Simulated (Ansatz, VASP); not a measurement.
## Ti in VASP and in Ansatz

```xyz
2
Lattice="2.9391 0.0000 0.0000 -1.4695 2.5453 0.0000 0.0000 0.0000 4.6560" Properties=species:S:1:pos:R:3 pbc="T T T"
Ti    0.0000    1.6969    1.1640
Ti    1.4695    0.8484    3.4920
```

Alike in both runs: task single point; functional PBE; k mesh 18 × 18 × 10; occupations fermi-dirac, width 0.1 eV; no spin polarisation.

```csv
,VASP,Ansatz
version,VASP 6.6.1,Ansatz 0.2.0
potentials or method,"VASP PAW PBE potentials, release 64 (Ti_sv), cutoff 520 eV","plane waves (420 eV) with PAW, scalar-relativistic"
valence electrons in the cell,24,24
```

Ansatz gave:

* pressure (GPa): 0.0

What did VASP give for the same quantities?

Pressure (GPa): -0.2.
